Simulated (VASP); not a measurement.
# ZnCu4 (Cu (100), 5 layers) in VASP: notebook

ZnCu4 (Cu (100), 5 layers) is run at these levels: PBE; tasks: single point.

All numbers are computed with VASP 6.6.1; they aren't measurements. Logs are shortened: lines on timing, memory, paths and dates and some standing lists are left out, and cuts for length are marked.

## (1) The cell of the first run

The cell holds a slab with vacuum, 5 atoms: a = 2.567 Å, b = 2.567 Å, c = 23.259 Å, α = 90.00°, β = 90.00°, γ = 90.00°.

## (2) Single point, PBE

Contents of INCAR:

```
SYSTEM = ZnCu4
PREC = Accurate
ENCUT = 520
EDIFF = 1E-6
ISMEAR = -1
SIGMA = 0.1
LREAL = .False.
LASPH = .True.
NELM = 80
ALGO = Normal
ISIF = 2
LWAVE = .False.
LCHARG = .False.
LDIPOL = .True.
IDIPOL = 3
DIPOL = 0.5 0.5 0.500
GGA = PE
NBANDS = 36
```

Contents of KPOINTS:

```
Automatic mesh
0
Gamma
  14 14 1
  0 0 0
```

Contents of POSCAR:

```
ZnCu4
1.0
    2.5665139635      0.0000000000      0.0000000000
    0.0000000000      2.5665139635      0.0000000000
    0.0000000000      0.0000000000     23.2592000000
Zn Cu
1 4
Direct
    0.0000000000      0.0000000000      0.3463542678
    0.5000000000      0.5000000000      0.4217372054
    0.0000000000      0.0000000000      0.4999999976
    0.5000000000      0.5000000000      0.5782627953
    0.0000000000      0.0000000000      0.6536457339
```

Potentials or basis: VASP PAW PBE potentials, release 64 (Zn, Cu).

Command:

```sh
$ cat potpaw_PBE.64/Zn/POTCAR potpaw_PBE.64/Cu/POTCAR > POTCAR
$ mpirun -np 1 vasp_std > vasp.out
```

OUTCAR:

```text
SYSTEM = ZnCu4
   PREC = Accurate
   ENCUT = 520
   EDIFF = 1E-6
   ISMEAR = -1
   LREAL = .False.
   LASPH = .True.
   NELM = 80
   ISIF = 2
   GGA = PE

 ion  position               nearest neighbor table
   1  0.000  0.000  0.346-   2 2.52   2 2.52   2 2.52   2 2.52
   2  0.500  0.500  0.422-   1 2.52   1 2.52   1 2.52   1 2.52   3 2.57   3 2.57   3 2.57   3 2.57

   3  0.000  0.000  0.500-   2 2.57   2 2.57   2 2.57   2 2.57   4 2.57   4 2.57   4 2.57   4 2.57

   4  0.500  0.500  0.578-   5 2.52   5 2.52   5 2.52   5 2.52   3 2.57   3 2.57   3 2.57   3 2.57

   5  0.000  0.000  0.654-   4 2.52   4 2.52   4 2.52   4 2.52

  LATTYP: Found a simple tetragonal cell.
 ALAT       =     2.5665139635
 C/A-ratio  =     9.0625651490

  Lattice vectors:

 A1 = (   2.5665139635,   0.0000000000,   0.0000000000)
 A2 = (   0.0000000000,   2.5665139635,   0.0000000000)
 A3 = (   0.0000000000,   0.0000000000,  23.2592000000)

Analysis of symmetry for initial positions (statically):
=====================================================================
 Subroutine PRICEL returns:
 Original cell was already a primitive cell.

 Routine SETGRP: Setting up the symmetry group for a
 simple tetragonal supercell.

 Subroutine GETGRP returns: Found  8 space group operations
 (whereof  8 operations were pure point group operations)
 out of a pool of 16 trial point group operations.

The static configuration has the point symmetry C_4v.

Analysis of symmetry for dynamics (positions and initial velocities):
=====================================================================
 Subroutine PRICEL returns:
 Original cell was already a primitive cell.

 Routine SETGRP: Setting up the symmetry group for a
 simple tetragonal supercell.

 Subroutine GETGRP returns: Found  8 space group operations
 (whereof  8 operations were pure point group operations)
 out of a pool of 16 trial point group operations.

The dynamic configuration has the point symmetry C_4v.

 Subroutine INISYM returns: Found  8 space group operations
 (whereof  8 operations are pure point group operations),
 and found     1 'primitive' translations

----------------------------------------------------------------------------------------

                                     Primitive cell

  volume of cell :     153.2082

  direct lattice vectors                    reciprocal lattice vectors
     2.566513963  0.000000000  0.000000000     0.389633571  0.000000000  0.000000000
     0.000000000  2.566513963  0.000000000     0.000000000  0.389633571  0.000000000
     0.000000000  0.000000000 23.259200000     0.000000000  0.000000000  0.042993740

  length of vectors
     2.566513963  2.566513963 23.259200000     0.389633571  0.389633571  0.042993740

  position of ions in fractional coordinates (direct lattice)
     0.000000000  0.000000000  0.346354268
     0.500000000  0.500000000  0.421737205
     0.000000000  0.000000000  0.499999998
     0.500000000  0.500000000  0.578262795
     0.000000000  0.000000000  0.653645734

  ion indices of the primitive-cell ions
   primitive index   ion index
                 1           1
                 2           2
                 3           3
                 4           4
                 5           5

----------------------------------------------------------------------------------------

 KPOINTS: Automatic mesh

Automatic generation of k-mesh.
 Grid dimensions read from file:
 generate k-points for:   14   14    1

 Generating k-lattice:

  Cartesian coordinates                     Fractional coordinates (reciprocal lattice)
     0.027830969  0.000000000  0.000000000     0.071428571  0.000000000  0.000000000
     0.000000000  0.027830969  0.000000000     0.000000000  0.071428571  0.000000000
     0.000000000  0.000000000  0.042993740     0.000000000  0.000000000  1.000000000

  Length of vectors
     0.027830969  0.027830969  0.042993740

  Shift w.r.t. Gamma in fractional coordinates (k-lattice)
     0.000000000  0.000000000  0.000000000

 Subroutine IBZKPT returns following result:
 ===========================================

 Found     36 irreducible k-points:

 Following reciprocal coordinates:
            Coordinates               Weight
  0.000000  0.000000  0.000000      1.000000
  0.071429  0.000000  0.000000      4.000000
  0.142857  0.000000  0.000000      4.000000
  0.214286  0.000000  0.000000      4.000000
  0.285714  0.000000  0.000000      4.000000
  0.357143  0.000000  0.000000      4.000000
[... 16 lines left out ...]
  0.285714  0.214286  0.000000      8.000000
  0.357143  0.214286  0.000000      8.000000
 [... further k-points ...]
   k-points           NKPTS =     36   k-points in BZ     NKDIM =     36   number of bands    NBANDS=     36
   number of dos      NEDOS =    301   number of ions     NIONS =      5
   total plane-waves  NPLWV =  72000
   dimension x,y,z NGX =    20 NGY =   20 NGZ =  180
   dimension x,y,z NGXF=    40 NGYF=   40 NGZF=  360
   ions per type =               1   4
   NGX,Y,Z   is equivalent  to a cutoff of  12.95, 12.95, 12.87 a.u.
   NGXF,Y,Z  is equivalent  to a cutoff of  25.91, 25.91, 25.73 a.u.
 SYSTEM =  ZnCu4
   PREC   = accura    normal or accurate (medium, high low for compatibility)
   ISTART =      0    job   : 0-new  1-cont  2-samecut
   ICHARG =      2    charge: 1-file 2-atom 10-const
   ISPIN  =      1    spin polarized calculation?
   LNONCOLLINEAR =      F non collinear calculations
   LSORBIT =      F    spin-orbit coupling
   LASPH  =      T    aspherical Exc in radial PAW
   ENCUT  =  520.0 eV  38.22 Ry    6.18 a.u.   4.77  4.77 43.25*2*pi/ulx,y,z
   NELM   =     80;   NELMIN=  2; NELMDL= -5     # of ELM steps
   EDIFF  = 0.1E-05   stopping-criterion for ELM
   LREAL  =      F    real-space projection
   EDIFFG = 0.1E-04   stopping-criterion for IOM
   NSW    =      0    number of steps for IOM
   IBRION =     -1    ionic relax: 0-MD 1-quasi-New 2-CG
   NFREE  =      0    steps in history (QN), initial steepest desc. (CG)
   ISIF   =      2    stress and relaxation
   ISYM   =      2    0-nonsym 1-usesym 2-fastsym
   POTIM  = 0.5000    time-step for ionic-motion
   TEBEG  =    0.0;   TEEND  =   0.0 temperature during run
   PSTRESS=    0.0 pullay stress
   NELECT =      56.0000    total number of electrons
   NUPDOWN=      -1.0000    fix difference up-down
   EMIN   =  10.00;   EMAX   =-10.00  energy-range for DOS
   EFERMI =   0.00;   METHOD = LEGACY
   ISMEAR =    -1;   SIGMA  =   0.10  broadening in eV -4-tet -1-fermi 0-gaus
   EFERMI_NEDOS =   21; number of points for ismear=-14 and -15
   IALGO  =     38    algorithm
   IMIX   =      4    mixing-type and parameters
     AMIX     =   0.40;   BMIX     =  1.00
     AMIX_MAG =   1.60;   BMIX_MAG =  1.00
  volume/ion in A,a.u.               =      30.64       206.78
  Fermi-wavevector in a.u.,A,eV,Ry     =   1.170515  2.211952 18.641402  1.370104
  Thomas-Fermi vector in A             =   2.306972
   LORBIT       =      0    0 simple, 1 ext, 2 COOP (PROOUT), +10 PAW based schemes
   GGA     = PE    functional components
   LHFCALC =     F    Hartree Fock is set to
   AEXX    =    0.0000 exact exchange contribution
   IVDW    =     0    specifies the selected vdW correction
   LEPSILON=     F    determine dielectric tensor
   LRPA    =     F    only Hartree local field effects (RPA)
 non-spin polarized calculation
  energy-cutoff  :      520.00
  volume of cell :      153.21
 maximum number of plane-waves:      4174
 NGX is ok and might be reduce to    20
   NGX =  9   NGY =  9   NGZ = 87

 dipolmoment           0.000000      0.000000     -0.019730 electrons x Angstroem

 number of electron      55.9999903 magnetization

 dipolmoment           0.000000      0.000000      0.009455 electrons x Angstroem

 Free energy of the ion-electron system (eV)
  ---------------------------------------------------
  ext. energy  EPLUGINS =         0.00000000
  ---------------------------------------------------
  free energy    TOTEN  =       -15.10464419 eV

  energy without entropy =      -15.04696633  energy(sigma->0) =      -15.07580526

 E-fermi :   0.0871     XC(G=0):  -5.8006

 val. band max:        0.0560281950   @ k =   0.2857   0.1429   0.0000
 cond. band min:       0.0915506399   @ k =   0.4286   0.4286   0.0000
 fundamental gap:      0.0355224449
 Fermi energy:         0.0870998407

 k-point     1 :       0.0000    0.0000    0.0000
  band No.  band energies     occupation
      1      -9.6073      2.00000
      2      -8.4537      2.00000
      3      -8.1660      2.00000
      4      -7.8406      2.00000
      5      -7.1229      2.00000
      6      -7.1229      2.00000
[... 28 lines left out ...]
     35       6.5763      0.00000
     36       7.4288      0.00000

 k-point     2 :       0.0714    0.0000    0.0000
  band No.  band energies     occupation
      1      -9.4900      2.00000
      2      -8.3541      2.00000
      3      -8.1373      2.00000
      4      -7.7878      2.00000
      5      -7.1547      2.00000
      6      -7.1201      2.00000
[... 28 lines left out ...]
     35       6.6953      0.00000
     36       7.5252      0.00000

 k-point     3 :       0.1429    0.0000    0.0000
  band No.  band energies     occupation
      1      -9.1518      2.00000
      2      -8.1481      2.00000
      3      -7.9926      2.00000
      4      -7.6203      2.00000
      5      -7.2265      2.00000
      6      -7.1126      2.00000
[... 28 lines left out ...]
     35       7.0519      0.00000
     36       7.8079      0.00000
[... 742 lines left out ...]
 k-point    23 :       0.2857    0.2143    0.0000
  band No.  band energies     occupation
      1      -7.8196      2.00000
      2      -7.6287      2.00000
      3      -7.4842      2.00000
      4      -7.3973      2.00000
      5      -7.3090      2.00000
      6      -6.3481      2.00000
[... 28 lines left out ...]
     35       7.5308      0.00000
     36       7.8982      0.00000

 k-point    24 :       0.3571    0.2143    0.0000
  band No.  band energies     occupation
      1      -7.8209      2.00000
      2      -7.6379      2.00000
      3      -7.4977      2.00000
      4      -7.3823      2.00000
      5      -7.2315      2.00000
      6      -5.5565      2.00000
[... 28 lines left out ...]
     35       7.8307      0.00000
     36       8.2302      0.00000

 [... further k-points ...]

------------------------ aborting loop because EDIFF is reached ----------------------------------------

 vacuum level on the upper side and lower side of the slab       (xc-potential included)        -0.077        -0.333

  FORCE on cell =-STRESS in cart. coord.  units (eV):
  Direction    XX          YY          ZZ          XY          YZ          ZX
  --------------------------------------------------------------------------------------
  -------------------------------------------------------------------------------------
  Total        0.7262125      0.7262125      1.2524756      0.0000000      0.0000000      0.0000000
  in kB        7.5943789      7.5943789     13.0977844      0.0000000      0.0000000      0.0000000
  external PRESSURE =       9.4288474 kB  Pullay stress =       0.0000000 kB

 VOLUME and BASIS-vectors are now :
 -----------------------------------------------------------------------------
  energy-cutoff  :      520.00
  volume of cell :      153.21
      direct lattice vectors                 reciprocal lattice vectors
     2.566513963  0.000000000  0.000000000     0.389633571  0.000000000  0.000000000
     0.000000000  2.566513963  0.000000000     0.000000000  0.389633571  0.000000000
     0.000000000  0.000000000 23.259200000     0.000000000  0.000000000  0.042993740

 POSITION                                       TOTAL-FORCE (eV/Angst)
 -----------------------------------------------------------------------------------
      0.00000      0.00000      8.05592         0.000000     -0.000000     -0.592470
      1.28326      1.28326      9.80927        -0.000000     -0.000000      0.530484
      0.00000      0.00000     11.62960         0.000000     -0.000000      0.029538
      1.28326      1.28326     13.44993         0.000000      0.000000     -0.021456
      0.00000      0.00000     15.20328        -0.000000     -0.000000      0.053904
 -----------------------------------------------------------------------------------
    total drift:                               -0.000000     -0.000000     -0.000614

  FREE ENERGIE OF THE ION-ELECTRON SYSTEM (eV)
  ---------------------------------------------------
  free  energy   TOTEN  =       -15.1046441920 eV

  energy  without entropy=      -15.0469663313  energy(sigma->0) =      -15.07580526

 vacuum level on the upper side and lower side of the slab         4.438         4.172
```

Wall time 2.8 min (1 thread of Intel Xeon 6975P-C (Granite Rapids), shared host); peak memory 0.35 GiB.

What came out:

- Free energy: -15.1046 eV
- Largest force: 0.592 eV/Å
- Band gap on the k mesh: zero (band 28 reaches 3.20 eV, above the bottom of band 29 at -1.41 eV)

Forces in eV/Å, atoms in the order of the input:
```
Zn   0.000  0.000 -0.592
Cu   0.000  0.000  0.530
Cu   0.000  0.000  0.030
Cu   0.000  0.000 -0.021
Cu   0.000  0.000  0.054
```

## (3) Single point, PBE

Contents of INCAR:

```
PREC = Accurate ; ENCUT = 520
EDIFF = 1E-6 ; ISMEAR = -1
SIGMA = 0.1 ; LREAL = F
LASPH = T ; NELM = 60
ALGO = Normal ; ISIF = 2
LWAVE = F ; LCHARG = T
LDIPOL = T ; IDIPOL = 3
DIPOL = 0.5 0.5 0.500 ; GGA = PE
LELF = T ; LVHAR = T
LVACPOTAV = T ; NBANDS = 36
```

Contents of KPOINTS:

```
Automatic mesh
0
Gamma
  14 14 1
```

POSCAR is that of step 2.

Potentials or basis: VASP PAW PBE potentials, release 64 (Zn, Cu).

Command:

```sh
$ cat potpaw_PBE.64/Zn/POTCAR potpaw_PBE.64/Cu/POTCAR > POTCAR
$ mpirun -np 1 vasp_std > vasp.out
```

OUTCAR:

```text
PREC = Accurate
   ENCUT = 520
   EDIFF = 1E-6
   ISMEAR = -1
   LREAL = F
   LASPH = T
   NELM = 60
   ISIF = 2
   GGA = PE

 ion  position               nearest neighbor table
   1  0.000  0.000  0.346-   2 2.52   2 2.52   2 2.52   2 2.52
   2  0.500  0.500  0.422-   1 2.52   1 2.52   1 2.52   1 2.52   3 2.57   3 2.57   3 2.57   3 2.57

   3  0.000  0.000  0.500-   2 2.57   2 2.57   2 2.57   2 2.57   4 2.57   4 2.57   4 2.57   4 2.57

   4  0.500  0.500  0.578-   5 2.52   5 2.52   5 2.52   5 2.52   3 2.57   3 2.57   3 2.57   3 2.57

   5  0.000  0.000  0.654-   4 2.52   4 2.52   4 2.52   4 2.52

  LATTYP: Found a simple tetragonal cell.
 ALAT       =     2.5665139635
 C/A-ratio  =     9.0625651490

  Lattice vectors:

 A1 = (   2.5665139635,   0.0000000000,   0.0000000000)
 A2 = (   0.0000000000,   2.5665139635,   0.0000000000)
 A3 = (   0.0000000000,   0.0000000000,  23.2592000000)

Analysis of symmetry for initial positions (statically):
=====================================================================
 Subroutine PRICEL returns:
 Original cell was already a primitive cell.

[... 183 lines left out ...]
 fundamental gap:      0.0355224449
 Fermi energy:         0.0870998407

 k-point     1 :       0.0000    0.0000    0.0000
  band No.  band energies     occupation
      1      -9.6073      2.00000
      2      -8.4537      2.00000
      3      -8.1660      2.00000
      4      -7.8406      2.00000
      5      -7.1229      2.00000
      6      -7.1229      2.00000
[... 925 lines left out ...]
     35       7.8307      0.00000
     36       8.2302      0.00000

 [... further k-points ...]

------------------------ aborting loop because EDIFF is reached ----------------------------------------

  FORCE on cell =-STRESS in cart. coord.  units (eV):
  Direction    XX          YY          ZZ          XY          YZ          ZX
  --------------------------------------------------------------------------------------
  -------------------------------------------------------------------------------------
  Total        0.7262125      0.7262125      1.2524756      0.0000000      0.0000000      0.0000000
  in kB        7.5943789      7.5943789     13.0977844      0.0000000      0.0000000      0.0000000
  external PRESSURE =       9.4288474 kB  Pullay stress =       0.0000000 kB

 VOLUME and BASIS-vectors are now :
 -----------------------------------------------------------------------------
  energy-cutoff  :      520.00
  volume of cell :      153.21
      direct lattice vectors                 reciprocal lattice vectors
     2.566513963  0.000000000  0.000000000     0.389633571  0.000000000  0.000000000
     0.000000000  2.566513963  0.000000000     0.000000000  0.389633571  0.000000000
     0.000000000  0.000000000 23.259200000     0.000000000  0.000000000  0.042993740

 POSITION                                       TOTAL-FORCE (eV/Angst)
 -----------------------------------------------------------------------------------
      0.00000      0.00000      8.05592         0.000000     -0.000000     -0.592470
      1.28326      1.28326      9.80927        -0.000000     -0.000000      0.530484
      0.00000      0.00000     11.62960         0.000000     -0.000000      0.029538
      1.28326      1.28326     13.44993         0.000000      0.000000     -0.021456
      0.00000      0.00000     15.20328        -0.000000     -0.000000      0.053904
 -----------------------------------------------------------------------------------
    total drift:                               -0.000000     -0.000000     -0.000614

  FREE ENERGIE OF THE ION-ELECTRON SYSTEM (eV)
  ---------------------------------------------------
  free  energy   TOTEN  =       -15.1046441920 eV

  energy  without entropy=      -15.0469663313  energy(sigma->0) =      -15.07580526

 vacuum level on the upper side and lower side of the slab         4.610         4.350
```

stdout:

```text
POSCAR found type information on POSCAR ZnCu
 POSCAR found :  2 types and       5 ions
 scaLAPACK will be used
 LDA part: xc-table for (Slater+PW92), standard interpolation
 POSCAR, INCAR and KPOINTS ok, starting setup
 FFT: planning ... GRIDC
 FFT: planning ... GRID_SOFT
 FFT: planning ... GRID
 WAVECAR not read
 entering main loop
 -----------------------------------------------------------------------------
|                                                                             |
|           W    W    AA    RRRRR   N    N  II  N    N   GGGG   !!!           |
|           W    W   A  A   R    R  NN   N  II  NN   N  G    G  !!!           |
|           W    W  A    A  R    R  N N  N  II  N N  N  G       !!!           |
|           W WW W  AAAAAA  RRRRR   N  N N  II  N  N N  G  GGG   !            |
|           WW  WW  A    A  R   R   N   NN  II  N   NN  G    G                |
|           W    W  A    A  R    R  N    N  II  N    N   GGGG   !!!           |
|                                                                             |
|     Did not find any points to average over, which means that no vacuum     |
|     field-free region was found. Please increase the size of  your cell     |
|     in the dimension of the dipole correction to obtain accurate            |
|     workfunction values.                                                    |
|                                                                             |
 -----------------------------------------------------------------------------
```

It took 3 min on 1 thread of Intel Xeon 6975P-C (Granite Rapids), shared host; peak memory 0.35 GiB.

What came out:

```yaml
Free_energy: -15.1046 eV
Largest_force: 0.592 eV/Å
Band_gap_on_the_k_mesh: zero (band 28 reaches 3.20 eV, above the bottom of band 29 at -1.41 eV)
```

Forces in eV/Å, atoms in the order of the input:
```
Zn   0.000  0.000 -0.592
Cu   0.000  0.000  0.530
Cu   0.000  0.000  0.030
Cu   0.000  0.000 -0.021
Cu   0.000  0.000  0.054
```

Levels at points of the mesh, in eV from the Fermi level:
```csv
k point,band 25,band 26,band 27,band 28,band 29,band 30,band 31,band 32
"(0.00, 0.00, 0.00)",-2.05,-1.82,-1.54,-1.54,-1.49,-0.70,0.94,3.86
"(0.50, 0.00, 0.00)",-1.57,-1.41,-1.40,-0.66,-0.31,-0.05,1.20,3.28
"(0.50, 0.50, 0.00)",-1.13,1.40,1.40,3.11,3.11,5.23,5.40,5.40
```
